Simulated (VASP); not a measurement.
# Si10H4F in VASP: notebook, part 2 of 2

VASP 6.6.1.

## 3. Single point, PBE+D3(BJ)

Input file INCAR:

```
PREC     = Accurate       # precision mode
ENCUT    = 520            # plane-wave cutoff, eV
EDIFF    = 1E-6           # SCF threshold, eV
ISMEAR   = -1             # smearing method
SIGMA    = 0.05           # smearing width, eV
LREAL    = Auto         
LASPH    = T              # aspherical terms in the spheres
NELM     = 100            # most SCF steps
ALGO     = Normal         # electronic algorithm
ISIF     = 2              # what is computed and relaxed
LWAVE    = F              # write WAVECAR
LCHARG   = F              # write CHGCAR
GGA      = PE             # functional
IVDW     = 12             # dispersion correction
NBANDS   = 72             # bands
```

Input file KPOINTS:

```
Automatic mesh
0
Gamma
  1 1 1
```

Input file POSCAR:

```
Si10H4F
1.0
    7.6791800000      0.0000000000      0.0000000000
    0.0000000000      7.6791800000      0.0000000000
    0.0000000000      0.0000000000     21.2555000000
H Si F
8 20 2
Direct
    0.4093926695      0.0000000000      0.0470466468
    0.0906086327      0.0000000000      0.0470466468
    0.9093939718      0.0000000000      0.0470466468
    0.5906099349      0.0000000000      0.0470466468
    0.4093926695      0.5000013022      0.0470466468
    0.0906086327      0.5000013022      0.0470466468
    0.9093939718      0.5000013022      0.0470466468
    0.5906099349      0.5000013022      0.0470466468
    0.2500006511      0.0000000000      0.0877655195
    0.7500019533      0.0000000000      0.0877655195
    0.2500006511      0.5000013022      0.0877655195
    0.7500019533      0.5000013022      0.0877655195
    0.2481384731      0.2501178511      0.1443391122
    0.7468896419      0.2466409174      0.1443061796
    0.2494797622      0.7535439982      0.1577521112
    0.7486867087      0.7554843095      0.1568817483
   -0.0086597788      0.2563945630      0.2078003340
    0.4971885019      0.2550142072      0.2062760227
   -0.0027737337      0.7445977305      0.2203806074
    0.4997929466      0.7494419977      0.2185551975
    0.0009506223      0.0042843116      0.2724518360
    0.5048585917      0.0023049336      0.2716097010
    0.0183352910      0.4950007683      0.2765072569
    0.5142345928      0.5223995270      0.2716002917
    0.2497141622      0.0698381858      0.3246265672
    0.7580757320      0.0750080087      0.3235209710
    0.2921275449      0.3488002625      0.2956693562
    0.7482309309      0.3829575554      0.3100562207
    0.0198068023      0.5374271732      0.3773470396
    0.5550853086      0.2750944762      0.3220766390
```

Potentials or basis: VASP PAW PBE potentials, release 64 (H, Si, F).

Run with:

```
cat potpaw_PBE.64/H/POTCAR potpaw_PBE.64/Si/POTCAR potpaw_PBE.64/F/POTCAR > POTCAR
mpirun -np 1 vasp_gam > vasp.out
```

OUTCAR:

```text
PREC = Accurate
   ENCUT = 520
   EDIFF = 1E-6
   ISMEAR = -1
   LREAL = Auto
   LASPH = T
   NELM = 100
   ISIF = 2
   GGA = PE
   IVDW = 12
 IVDW          = 12

 ion  position               nearest neighbor table
   1  0.409  0.000  0.047-   9 1.50
   2  0.091  0.000  0.047-   9 1.50
   3  0.909  0.000  0.047-  10 1.50
   4  0.591  0.000  0.047-  10 1.50
   5  0.409  0.500  0.047-  11 1.50
   6  0.091  0.500  0.047-  11 1.50
   7  0.909  0.500  0.047-  12 1.50
   8  0.591  0.500  0.047-  12 1.50
   9  0.250  0.000  0.088-   1 1.50   2 1.50  13 2.27  15 2.41
  10  0.750  0.000  0.088-   4 1.50   3 1.50  14 2.24  16 2.38
  11  0.250  0.500  0.088-   5 1.50   6 1.50  13 2.26  15 2.45
  12  0.750  0.500  0.088-   8 1.50   7 1.50  14 2.29  16 2.45
  13  0.248  0.250  0.144-  11 2.26   9 2.27  18 2.32  17 2.39
  14  0.747  0.247  0.144-  10 2.24  12 2.29  17 2.31  18 2.33
  15  0.249  0.754  0.158-  20 2.32  19 2.35   9 2.41  11 2.45
  16  0.749  0.755  0.157-  20 2.32  19 2.34  10 2.38  12 2.45
  17  0.991  0.256  0.208-  14 2.31  23 2.35  21 2.38  13 2.39  28 3.03  27 3.05
[... 237 lines left out ...]
 k-point     1 :       0.0000    0.0000    0.0000
  band No.  band energies     occupation
      1     -28.3482      2.00000
      2     -22.6570      2.00000
      3     -13.3671      2.00000
      4     -12.6352      2.00000
      5     -12.2596      2.00000
      6     -11.7952      2.00000
[... 55 lines left out ...]
     62       1.3455      0.00000
     63       1.3589      0.00000
 [bands above 63 left out]

------------------------ aborting loop because EDIFF is reached ----------------------------------------

 Edisp (eV)   -5.23454

 E8    (eV) :    -2.1753

  FORCE on cell =-STRESS in cart. coord.  units (eV):
  Direction    XX          YY          ZZ          XY          YZ          ZX
  --------------------------------------------------------------------------------------
  -------------------------------------------------------------------------------------
  Total      45.49023    25.79294     1.80468    -0.94504    -5.04418     2.42235
  in kB      58.14705    32.96935     2.30680    -1.20798    -6.44763     3.09632
  external pressure =       31.14 kB  Pullay stress =        0.00 kB

 VOLUME and BASIS-vectors are now :
 -----------------------------------------------------------------------------
  energy-cutoff  :      520.00
  volume of cell :     1253.43
      direct lattice vectors                 reciprocal lattice vectors
     7.679180000  0.000000000  0.000000000     0.130222237  0.000000000  0.000000000
     0.000000000  7.679180000  0.000000000     0.000000000  0.130222237  0.000000000
     0.000000000  0.000000000 21.255500000     0.000000000  0.000000000  0.047046647

 POSITION                                       TOTAL-FORCE (eV/Angst)
 -----------------------------------------------------------------------------------
      3.14380      0.00000      1.00000        -0.750664     -0.118230      0.134344
      0.69580      0.00000      1.00000         0.794937     -0.117279      0.033195
      6.98340      0.00000      1.00000        -0.748483     -0.038684      0.080968
      4.53540      0.00000      1.00000         0.847423     -0.232970     -0.053455
      3.14380      3.83960      1.00000        -0.927054      0.175201      0.095136
      0.69580      3.83960      1.00000         0.921310      0.094845      0.058448
[... 22 lines left out ...]
      0.15210      4.12700      8.02070        -0.104326     -0.263913     -1.770775
      4.26260      2.11250      6.84590        -1.866176     -0.843481      4.059416
 -----------------------------------------------------------------------------------
    total drift:                                0.003302      0.010464      0.002080

  FREE ENERGIE OF THE ION-ELECTRON SYSTEM (eV)
  ---------------------------------------------------
  free  energy   TOTEN  =      -131.7511402492 eV

  energy  without entropy=     -131.6244427708  energy(sigma->0) =     -131.68779151
```

OSZICAR:

```text
N       E                     dE             d eps       ncg     rms          rms(c)
DAV:   1     0.709769482318E+03    0.70977E+03   -0.39122E+04   144   0.111E+03
DAV:   2    -0.326131341595E+02   -0.74238E+03   -0.69841E+03   184   0.219E+02
DAV:   3    -0.130158315717E+03   -0.97545E+02   -0.95975E+02   200   0.790E+01
[... 21 lines left out ...]
DAV:  25    -0.126516571926E+03   -0.25504E-04   -0.11864E-06   128   0.248E-03    0.776E-04
DAV:  26    -0.126516592507E+03   -0.20581E-04   -0.15456E-06   128   0.189E-03    0.477E-04
DAV:  27    -0.126516596945E+03   -0.44376E-05   -0.22002E-07   136   0.110E-03    0.226E-04
DAV:  28    -0.126516598875E+03   -0.19298E-05   -0.63201E-08   112   0.596E-04    0.178E-04
DAV:  29    -0.126516599417E+03   -0.54236E-06   -0.17433E-08   112   0.321E-04
   1 F= -.13175114E+03 E0= -.13168779E+03  d E =-.126697E+00
```

stdout:

```text
POSCAR found type information on POSCAR H SiF
 POSCAR found :  3 types and      30 ions
 scaLAPACK will be used
 LDA part: xc-table for (Slater+PW92), standard interpolation
 POSCAR, INCAR and KPOINTS ok, starting setup
 FFT: planning ... GRIDC
 FFT: planning ... GRID_SOFT
 FFT: planning ... GRID
 WAVECAR not read
 entering main loop
```

Wall time 6 min (1 thread of AMD EPYC 7R13 (Zen 3), shared host); peak memory 0.97 GiB.

What came out:

| Item | Value |
| --- | --- |
| Free energy | -131.7511 eV |
| Largest force | 4.547 eV/Å |
| Band gap on the k mesh | 0.07 eV |
| Dispersion energy per atom | -0.174 eV |

Forces in eV/Å, atoms in the order of the input:
```
H   -0.751 -0.118  0.134
H    0.795 -0.117  0.033
H   -0.748 -0.039  0.081
H    0.847 -0.233 -0.053
H   -0.927  0.175  0.095
H    0.921  0.095  0.058
H   -0.903  0.112  0.106
H    0.964  0.136  0.036
Si  -0.142 -0.560  0.227
Si  -0.277 -0.677 -0.064
Si  -0.010  0.877  0.020
Si  -0.114  0.733  0.068
Si  -0.461  0.262  0.696
Si   0.181  0.545  0.621
Si  -0.163 -0.471 -1.002
Si   0.225 -0.596 -0.833
Si  -0.262 -0.540 -0.412
Si  -0.211 -0.250 -0.489
Si   0.039  0.122 -0.532
Si  -0.421  2.583 -2.238
Si   0.698  0.102 -0.395
Si   0.404 -0.046 -0.128
Si   1.184 -0.148  2.136
Si   0.302 -1.072  0.287
Si   0.165 -0.246  0.386
Si   0.615 -0.768 -0.106
Si  -2.593  1.150 -0.311
Si   2.610  0.097 -0.711
F   -0.104 -0.264 -1.771
F   -1.866 -0.843  4.059
```

Levels at points of the mesh, in eV from the valence-band top:
```
           k point  band 49  band 50  band 51  band 52  band 53  band 54
(0.00, 0.00, 0.00)    -0.41    -0.37     0.00     0.07     0.56     0.95
```

Caveat: the k points lie up to 0.82 Å⁻¹ apart.

## 4. Single point, PBE+D3(BJ)

Input file INCAR:

```
PREC = Accurate ; ENCUT = 520
EDIFF = 1E-7 ; ISMEAR = -1
SIGMA = 0.05 ; LREAL = Auto
LASPH = T ; NELM = 80
ALGO = Normal ; ISIF = 2
LWAVE = F ; LCHARG = T
GGA = PE ; IVDW = 12
LELF = T ; LVHAR = T
NBANDS = 72
```

Input file KPOINTS:

```
regular mesh
0
Gamma
  1 1 1
```

Input file POSCAR:

```
Si10H4F
1.0
    7.6791800000      0.0000000000      0.0000000000
    0.0000000000      7.6791800000      0.0000000000
    0.0000000000      0.0000000000     21.2555000000
H Si F
8 20 2
Direct
    0.4093926695      0.0000000000      0.0470466468
    0.0906086327      0.0000000000      0.0470466468
    0.9093939718      0.0000000000      0.0470466468
    0.5906099349      0.0000000000      0.0470466468
    0.4093926695      0.5000013022      0.0470466468
    0.0906086327      0.5000013022      0.0470466468
    0.9093939718      0.5000013022      0.0470466468
    0.5906099349      0.5000013022      0.0470466468
    0.2500006511      0.0000000000      0.0877655195
    0.7500019533      0.0000000000      0.0877655195
    0.2500006511      0.5000013022      0.0877655195
    0.7500019533      0.5000013022      0.0877655195
    0.2293213598      0.2521753625      0.1482533932
    0.7435168859      0.2593115411      0.1463762320
    0.2265736706      0.7419411968      0.1414645621
    0.7576329764      0.7397925299      0.1434169980
   -0.0216429358      0.2479170953      0.2053492037
    0.4969931685      0.2458465617      0.1955776152
   -0.0042322227      0.7143210603      0.2122885841
    0.4891928565      0.7905531580      0.1858765966
    0.0371003154     -0.0165382241      0.2517983581
    0.5280641944      0.0008204001      0.2560984216
    0.0651371631      0.5409301514      0.3014655030
    0.5596821536      0.5305905058      0.2577779869
    0.2631400749      0.0452782719      0.3210180894
    0.7798619123      0.0207704468      0.3159652796
    0.2554178962      0.3126245250      0.2476300252
    0.8121309827      0.3676303980      0.2853143892
   -0.1796676208      0.6560986980      0.3337630260
    0.5604374425      0.2446094505      0.3189056950
```

Run with:

```
cat potpaw_PBE.64/H/POTCAR potpaw_PBE.64/Si/POTCAR potpaw_PBE.64/F/POTCAR > POTCAR
mpirun -np 1 vasp_gam > vasp.out
```

Run time: 19 min. Hardware: 1 thread of AMD EPYC 7R13 (Zen 3), shared host; peak memory 0.96 GiB.

Results (log left out):

| Quantity | Value |
| --- | --- |
| Free energy | -131.3143 eV |
| Largest force | 4.143 eV/Å |
| Band gap on the k mesh | 0.49 eV |
| Dispersion energy per atom | -0.187 eV |

Forces on the atoms (eV/Å):
```
H   -0.821  0.097  0.141
H    0.582  0.255 -0.296
H   -0.501  0.306 -0.053
H    0.775  0.009  0.094
H   -0.813 -0.132  0.102
H    0.811 -0.227 -0.070
H   -0.845 -0.128 -0.042
H    0.835 -0.085 -0.052
Si  -0.602 -0.217 -0.278
Si   0.350 -0.413 -0.138
Si  -0.011 -0.748 -1.385
Si   0.044 -0.214 -2.001
Si   0.486 -0.756 -2.819
Si   0.582 -0.070 -0.660
Si   0.517  1.056  0.863
Si  -0.054  0.968  0.871
Si  -0.321 -0.719  0.578
Si   0.220 -0.336  0.193
Si  -0.203 -0.012  0.162
Si   0.304 -1.493  1.062
Si  -0.524 -0.097  1.074
Si  -0.658  0.215  0.830
Si  -0.509  0.599 -0.743
Si  -0.460  0.162 -0.451
Si   0.726  0.779 -1.452
Si   0.161  0.665 -1.275
Si   0.085  0.361  4.126
Si  -0.976 -0.823  0.264
F    0.519  0.228  0.161
F    0.301  0.771  1.193
```

Levels at points of the mesh, in eV from the valence-band top:
| k point | band 49 | band 50 | band 51 | band 52 | band 53 | band 54 |
| --- | --- | --- | --- | --- | --- | --- |
| (0.00, 0.00, 0.00) | -0.34 | -0.15 | 0.00 | 0.49 | 0.61 | 1.00 |

Caveat: the k points lie up to 0.82 Å⁻¹ apart.
